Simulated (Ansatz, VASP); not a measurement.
Ta4O: VASP beside Ansatz

```
Ta O
1.0
     5.46917    0.00000    0.00000
    -2.73458    4.73644    0.00000
     0.00000    0.00000    4.45889
Ta O
4 1
Direct
  0.16154 0.83846 0.50000
  0.16154 0.32308 0.50000
  0.67692 0.83846 0.50000
  0.00000 0.00000 0.00000
  0.33333 0.66667 0.00000
```

Alike in both runs: functional PBE; k mesh 12 × 12 × 8; occupations gaussian, width 0.1 eV; no spin polarisation.

Ansatz relaxed the structure, and its values are those at the end. VASP's run is a single point on that final structure, the one shown.

|  | VASP | Ansatz |
| --- | --- | --- |
| version | VASP 6.6.1 | Ansatz 0.2.0 |
| potentials or method | VASP PAW PBE potentials, release 64 (Ta_pv, O), cutoff 520 eV | scalar-relativistic, plane waves, PAW |
| valence electrons in the cell | 50 | 58 |

Ansatz gave:

```
gap on the k mesh at the Fermi level (eV) : none
pressure (GPa)                            : 0.0
```

**Question.** Estimate VASP's values.

**Answer.** gap on the k mesh at the Fermi level (eV): none; pressure (GPa): 0.1.

A gap of «none» marks a metal or a gap that the smearing closes. The functional is the same, so the differences come from potentials, cutoffs and numerics. VASP's potentials hold 50 valence electrons a cell and Ansatz's 58, so a difference there can come from the potentials and not from the codes.

Neither program's run includes spin-orbit coupling.
